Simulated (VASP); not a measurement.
# Pd (Fd-3m) in VASP: further runs

The runs below take Pd through single point, with r2SCAN.

All numbers are computed with VASP 6.6.1; they aren't measurements. Logs are shortened: lines on timing, memory, paths and dates and some standing lists are left out, and cuts for length are marked.

### 1 The cell of the first run

Symmetry: Fd-3m, No. 227, cubic system. The conventional cell has a = 5.739 Å, b = 5.739 Å, c = 5.739 Å, α = 90.00°, β = 90.00°, γ = 90.00°. Within 3.3 Å of Pd (site symmetry -43m) lie 4 Pd at 2.49 Å.

This isn't the form of Pd at room conditions, which is fcc.

### 2 Single point, r2SCAN (23.63 Å³/atom)

Input file POSCAR:

```
Pd
1.0
    0.0000000000      2.8696511985      2.8696511985
    2.8696511985      0.0000000000      2.8696511985
    2.8696511985      2.8696511985      0.0000000000
Pd
2
Direct
    0.1250000000      0.1250000000      0.1250000000
    0.8750000000      0.8750000000      0.8750000000
```

Input file INCAR.step1:

```
SYSTEM = Pd
PREC = Accurate
ENCUT = 520
ISMEAR = -1
SIGMA = 0.1
LREAL = .FALSE.
LASPH = .TRUE.
NELM = 60
NBANDS = 17
GGA = PE
ALGO = Normal
EDIFF = 1E-4
LWAVE = .TRUE.
LCHARG = .FALSE.
```

Input file INCAR.step2:

```
SYSTEM = Pd
PREC = Accurate
ENCUT = 520
EDIFF = 1E-6
ISMEAR = -1
SIGMA = 0.1
LREAL = .FALSE.
LASPH = .TRUE.
NELM = 60
ALGO = Normal
ISIF = 2
LWAVE = .FALSE.
LCHARG = .FALSE.
METAGGA = R2SCAN
LMIXTAU = .TRUE.
NBANDS = 17
ISTART = 1
```

Input file KPOINTS:

```
regular mesh
0
G
  11 11 11
  0 0 0
```

Potentials or basis: VASP PAW PBE potentials, release 64 (Pd).

Run with:

```bash
cat potpaw_PBE.64/Pd/POTCAR > POTCAR
cp INCAR.step1 INCAR
mpirun -np 1 vasp_std > vasp.out
cp INCAR.step2 INCAR
mpirun -np 1 vasp_std > vasp.out
```

OUTCAR:

```text
SYSTEM = Pd
   PREC = Accurate
   ENCUT = 520
   EDIFF = 1E-6
   ISMEAR = -1
   LREAL = .FALSE.
   LASPH = .TRUE.
   NELM = 60
   ISIF = 2
   METAGGA = R2SCAN
   ISTART = 1

 ion  position               nearest neighbor table
   1  0.125  0.125  0.125-   2 2.49   2 2.49   2 2.49   2 2.49
   2  0.875  0.875  0.875-   1 2.49   1 2.49   1 2.49   1 2.49

  LATTYP: Found a face centered cubic cell.
 ALAT       =     5.7393023970

  Lattice vectors:

 A1 = (   0.0000000000,   2.8696511985,   2.8696511985)
 A2 = (   2.8696511985,   0.0000000000,   2.8696511985)
 A3 = (   2.8696511985,   2.8696511985,   0.0000000000)

Analysis of symmetry for initial positions (statically):
=====================================================================
 Subroutine PRICEL returns:
 Original cell was already a primitive cell.

 Routine SETGRP: Setting up the symmetry group for a
 face centered cubic supercell.

 Subroutine GETGRP returns: Found 48 space group operations
 (whereof 12 operations were pure point group operations)
 out of a pool of 48 trial point group operations.

The static configuration has the point symmetry D_3d.
 The point group associated with its full space group is O_h .

Analysis of symmetry for dynamics (positions and initial velocities):
=====================================================================
 Subroutine PRICEL returns:
 Original cell was already a primitive cell.

 Routine SETGRP: Setting up the symmetry group for a
 face centered cubic supercell.

 Subroutine GETGRP returns: Found 48 space group operations
 (whereof 12 operations were pure point group operations)
 out of a pool of 48 trial point group operations.

The dynamic configuration has the point symmetry D_3d.
 The point group associated with its full space group is O_h .

 Subroutine INISYM returns: Found 48 space group operations
 (whereof 12 operations are pure point group operations),
 and found     1 'primitive' translations

----------------------------------------------------------------------------------------

                                     Primitive cell

  volume of cell :      47.2626

  direct lattice vectors                    reciprocal lattice vectors
     0.000000000  2.869651199  2.869651199    -0.174237204  0.174237204  0.174237204
     2.869651199  0.000000000  2.869651199     0.174237204 -0.174237204  0.174237204
     2.869651199  2.869651199  0.000000000     0.174237204  0.174237204 -0.174237204

  length of vectors
     4.058299644  4.058299644  4.058299644     0.301787689  0.301787689  0.301787689

  position of ions in fractional coordinates (direct lattice)
     0.125000000  0.125000000  0.125000000
     0.875000000  0.875000000  0.875000000

  ion indices of the primitive-cell ions
   primitive index   ion index
                 1           1
                 2           2

----------------------------------------------------------------------------------------

 KPOINTS: regular mesh

Automatic generation of k-mesh.
 Grid dimensions read from file:
 generate k-points for:   11   11   11

 Generating k-lattice:

  Cartesian coordinates                     Fractional coordinates (reciprocal lattice)
    -0.015839746  0.015839746  0.015839746     0.090909091  0.000000000  0.000000000
     0.015839746 -0.015839746  0.015839746     0.000000000  0.090909091  0.000000000
     0.015839746  0.015839746 -0.015839746     0.000000000  0.000000000  0.090909091

  Length of vectors
     0.027435244  0.027435244  0.027435244

  Shift w.r.t. Gamma in fractional coordinates (k-lattice)
     0.000000000  0.000000000  0.000000000

 Subroutine IBZKPT returns following result:
 ===========================================

 Found     56 irreducible k-points:

 Following reciprocal coordinates:
            Coordinates               Weight
  0.000000  0.000000  0.000000      1.000000
  0.090909  0.000000  0.000000      8.000000
  0.181818  0.000000  0.000000      8.000000
  0.272727  0.000000  0.000000      8.000000
  0.363636  0.000000  0.000000      8.000000
  0.454545  0.000000  0.000000      8.000000
[... 16 lines left out ...]
 -0.272727  0.181818  0.000000     24.000000
 -0.181818  0.181818  0.000000     12.000000
 [... further k-points ...]
   k-points           NKPTS =     56   k-points in BZ     NKDIM =     56   number of bands    NBANDS=     17
   number of dos      NEDOS =    301   number of ions     NIONS =      2
   total plane-waves  NPLWV =  27000
   dimension x,y,z NGX =    30 NGY =   30 NGZ =   30
   dimension x,y,z NGXF=    60 NGYF=   60 NGZF=   60
   ions per type =               2
   NGX,Y,Z   is equivalent  to a cutoff of  12.29, 12.29, 12.29 a.u.
   NGXF,Y,Z  is equivalent  to a cutoff of  24.58, 24.58, 24.58 a.u.
 SYSTEM =  Pd
   PREC   = accura    normal or accurate (medium, high low for compatibility)
   ISTART =      1    job   : 0-new  1-cont  2-samecut
   ICHARG =      0    charge: 1-file 2-atom 10-const
   ISPIN  =      1    spin polarized calculation?
   LNONCOLLINEAR =      F non collinear calculations
   LSORBIT =      F    spin-orbit coupling
   LASPH  =      T    aspherical Exc in radial PAW
   ENCUT  =  520.0 eV  38.22 Ry    6.18 a.u.   7.55  7.55  7.55*2*pi/ulx,y,z
   NELM   =     60;   NELMIN=  2; NELMDL=  0     # of ELM steps
   EDIFF  = 0.1E-05   stopping-criterion for ELM
   LREAL  =      F    real-space projection
   EDIFFG = 0.1E-04   stopping-criterion for IOM
   NSW    =      0    number of steps for IOM
   IBRION =     -1    ionic relax: 0-MD 1-quasi-New 2-CG
   NFREE  =      0    steps in history (QN), initial steepest desc. (CG)
   ISIF   =      2    stress and relaxation
   ISYM   =      2    0-nonsym 1-usesym 2-fastsym
   POTIM  = 0.5000    time-step for ionic-motion
   TEBEG  =    0.0;   TEEND  =   0.0 temperature during run
   PSTRESS=    0.0 pullay stress
   NELECT =      20.0000    total number of electrons
   NUPDOWN=      -1.0000    fix difference up-down
   EMIN   =  10.00;   EMAX   =-10.00  energy-range for DOS
   EFERMI =   0.00;   METHOD = LEGACY
   ISMEAR =    -1;   SIGMA  =   0.10  broadening in eV -4-tet -1-fermi 0-gaus
   EFERMI_NEDOS =   21; number of points for ismear=-14 and -15
   IALGO  =     38    algorithm
   IMIX   =      4    mixing-type and parameters
     AMIX     =   0.40;   BMIX     =  1.00
     AMIX_MAG =   1.60;   BMIX_MAG =  1.00
  volume/ion in A,a.u.               =      23.63       159.47
  Fermi-wavevector in a.u.,A,eV,Ry     =   1.229077  2.322619 20.553369  1.510630
  Thomas-Fermi vector in A             =   2.363978
   LORBIT       =      0    0 simple, 1 ext, 2 COOP (PROOUT), +10 PAW based schemes
   METAGGA = R2SCAN    functional components
   LHFCALC =     F    Hartree Fock is set to
   AEXX    =    0.0000 exact exchange contribution
   IVDW    =     0    specifies the selected vdW correction
   LEPSILON=     F    determine dielectric tensor
   LRPA    =     F    only Hartree local field effects (RPA)
 non-spin polarized calculation
  energy-cutoff  :      520.00
  volume of cell :       47.26
 maximum number of plane-waves:      1303
 NGX is ok and might be reduce to    30
   NGX = 15   NGY = 15   NGZ = 15

 number of electron      19.9999996 magnetization

 Free energy of the ion-electron system (eV)
  ---------------------------------------------------
  ext. energy  EPLUGINS =         0.00000000
  ---------------------------------------------------
  free energy    TOTEN  =       -43.57710766 eV

  energy without entropy =      -43.40642346  energy(sigma->0) =      -43.49176556

 E-fermi :   4.1724     XC(G=0): -10.7070

 val. band max:        4.1718951453   @ k =  -0.3636   0.4545   0.1818
 cond. band min:       4.1759949258   @ k =  -0.3636   0.3636   0.1818
 fundamental gap:      0.0040997805
 Fermi energy:         4.1723914828

 k-point     1 :       0.0000    0.0000    0.0000
  band No.  band energies     occupation
      1      -0.5093      2.00000
      2       0.5526      2.00000
      3       0.5526      2.00000
      4       0.7082      2.00000
      5       0.7082      2.00000
      6       0.7082      2.00000
[... 9 lines left out ...]
     16      16.8798      0.00000
     17      16.8802      0.00000

 k-point     2 :       0.0909    0.0000    0.0000
  band No.  band energies     occupation
      1      -0.3851      2.00000
      2       0.4657      2.00000
      3       0.4657      2.00000
      4       0.7115      2.00000
      5       0.8287      2.00000
      6       0.8287      2.00000
[... 9 lines left out ...]
     16      17.4254      0.00000
     17      17.7510      0.00000

 k-point     3 :       0.1818    0.0000    0.0000
  band No.  band energies     occupation
      1      -0.0459      2.00000
      2       0.3910      2.00000
      3       0.3910      2.00000
      4       0.7367      2.00000
      5       0.9784      2.00000
      6       0.9784      2.00000
[... 9 lines left out ...]
     16      17.8483      0.00000
     17      18.2115      0.00000

 k-point     4 :       0.2727    0.0000    0.0000
  band No.  band energies     occupation
      1       0.3535      2.00000
      2       0.3881      2.00000
      3       0.3881      2.00000
      4       0.8409      2.00000
      5       1.0374      2.00000
      6       1.0374      2.00000
[... 9 lines left out ...]
     16      17.7586      0.00000
     17      17.7586      0.00000
[... 343 lines left out ...]
      1       0.2327      2.00000
      2       0.3443      2.00000
      3       0.7632      2.00000
      4       1.0229      2.00000
      5       1.2370      2.00000
      6       1.3810      2.00000
[... 9 lines left out ...]
     16      18.5535      0.00000
     17      18.5909      0.00000

 k-point    23 :      -0.2727    0.1818    0.0000
  band No.  band energies     occupation
      1       0.2482      2.00000
      2       0.3136      2.00000
      3       0.7949      2.00000
      4       0.9049      2.00000
      5       1.1122      2.00000
      6       1.4509      2.00000
[... 9 lines left out ...]
     16      18.3587      0.00000
     17      18.3699      0.00000

 k-point    24 :      -0.1818    0.1818    0.0000
  band No.  band energies     occupation
      1       0.2169      2.00000
      2       0.3641      2.00000
      3       0.6609      2.00000
      4       0.8202      2.00000
      5       0.9380      2.00000
      6       1.3604      2.00000
[... 9 lines left out ...]
     16      18.0276      0.00000
     17      18.2242      0.00000

 [... further k-points ...]

------------------------ aborting loop because EDIFF is reached ----------------------------------------

  FORCE on cell =-STRESS in cart. coord.  units (eV):
  Direction    XX          YY          ZZ          XY          YZ          ZX
  --------------------------------------------------------------------------------------
  -------------------------------------------------------------------------------------
  Total        0.0062867      0.0062867      0.0062867     -0.0000000      0.0000000      0.0000000
  in kB        0.2131144      0.2131144      0.2131144     -0.0000000      0.0000000      0.0000000
  external PRESSURE =       0.2131144 kB  Pullay stress =       0.0000000 kB

 VOLUME and BASIS-vectors are now :
 -----------------------------------------------------------------------------
  energy-cutoff  :      520.00
  volume of cell :       47.26
      direct lattice vectors                 reciprocal lattice vectors
     0.000000000  2.869651199  2.869651199    -0.174237204  0.174237204  0.174237204
     2.869651199  0.000000000  2.869651199     0.174237204 -0.174237204  0.174237204
     2.869651199  2.869651199  0.000000000     0.174237204  0.174237204 -0.174237204

 POSITION                                       TOTAL-FORCE (eV/Angst)
 -----------------------------------------------------------------------------------
      0.71741      0.71741      0.71741         0.000000     -0.000000     -0.000000
      5.02189      5.02189      5.02189        -0.000000      0.000000      0.000000
 -----------------------------------------------------------------------------------
    total drift:                               -0.000000      0.000000      0.000000

  FREE ENERGIE OF THE ION-ELECTRON SYSTEM (eV)
  ---------------------------------------------------
  free  energy   TOTEN  =       -43.5771076559 eV

  energy  without entropy=      -43.4064234554  energy(sigma->0) =      -43.49176556
```

It took 4.1 min on 1 thread of Intel Xeon 8259CL, shared host; peak memory 0.19 GiB.

Results:

```
Free energy            : -43.5771 eV
Pressure               : 0.0 GPa
Band gap on the k mesh : zero (bands 10 and 11 overlap by 0.37 eV)
```

Levels at points of the mesh, in eV from the Fermi level:
| k point | band 7 | band 8 | band 9 | band 10 | band 11 | band 12 | band 13 | band 14 |
| --- | --- | --- | --- | --- | --- | --- | --- | --- |
| (0.00, 0.00, 0.00) | -1.42 | -1.42 | -1.42 | -0.22 | -0.22 | 12.31 | 12.31 | 12.31 |

Caveat: the PAW data sets were made with another functional, which shifts forces and pressure a little.

[end of part 1 of 3]
